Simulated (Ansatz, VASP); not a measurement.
**One calculation of Mg, two programs**

Contents of INCAR:

```
SYSTEM = Mg
ALGO = Normal
EDIFF = 1E-6
ENCUT = 520
GGA = PE
ISIF = 2
ISMEAR = -1
LASPH = .TRUE.
LCHARG = .TRUE.
LELF = .TRUE.
LREAL = .FALSE.
LVHAR = .TRUE.
LWAVE = .FALSE.
NBANDS = 9
NELM = 80
PREC = Accurate
SIGMA = 0.08
```

KPOINTS

```
k-points
0
G
  12 12 7
  0 0 0
```

The input POSCAR:

```
Mg
1.0
    3.2734569632      0.0000000000      0.0000000000
   -1.6367284815      2.8348968883      0.0000000000
    0.0000000000      0.0000000000      5.2103300000
Mg
2
Direct
    0.3333333333      0.6666666667      0.2500000000
    0.6666666667      0.3333333333      0.7500000000
```

Input for Ansatz:

```yaml
crystal:
  lattice:
    - [3.2734569632, 0.0, 0.0]
    - [-1.6367284815, 2.8348968883, 0.0]
    - [0.0, 0.0, 5.21033]
  atoms:
    - { symbol: Mg, position: [0.3333333333, 0.6666666667, 0.25] }
    - { symbol: Mg, position: [0.6666666667, 0.3333333333, 0.75] }
kpoints:
  mp_grid: { grid: [12, 12, 7] }
  band_path:
    path:
      - [0.0, 0.0, 0.0]
      - [0.5, 0.0, 0.0]
      - [0.3333333333, 0.3333333333, 0.0]
      - [0.0, 0.0, 0.0]
      - [0.0, 0.0, 0.5]
      - [0.5, 0.0, 0.5]
      - [0.3333333333, 0.3333333333, 0.5]
      - [0.0, 0.0, 0.5]
      - [0.5, 0.0, 0.5]
    npoints: 5
scf:
  occupations: { method: fermi_dirac, width: 0.08 }
hamiltonian:
  xc: pbe
  pseudopotentials: { kind: all_electron, lapw: { basis_error: 0.0005 } }
output:
  forces: true
  stress: true
  eigenvalues: true
```

Change from the starting cell: equal xx and yy strain of +2 %.

Alike in both runs: task single point; functional PBE; k mesh 12 × 12 × 7; occupations fermi-dirac, width 0.08 eV; no spin polarisation.

|  | VASP | Ansatz |
| --- | --- | --- |
| version | VASP 6.6.1 | Ansatz 0.2.0 |
| potentials or method | VASP PAW PBE potentials, release 64 (Mg), cutoff 520 eV | all-electron LAPW, scalar-relativistic |

Ansatz gave:

- pressure (GPa): -1.7
- traceless stress, the component that is largest in VASP (GPa): 0.17

Problem. Estimate VASP's values.

Solution. Pressure (GPa): -1.8; traceless stress, the component that is largest in VASP (GPa): 0.17.

Ansatz ran all-electron here, and VASP with PAW potentials.
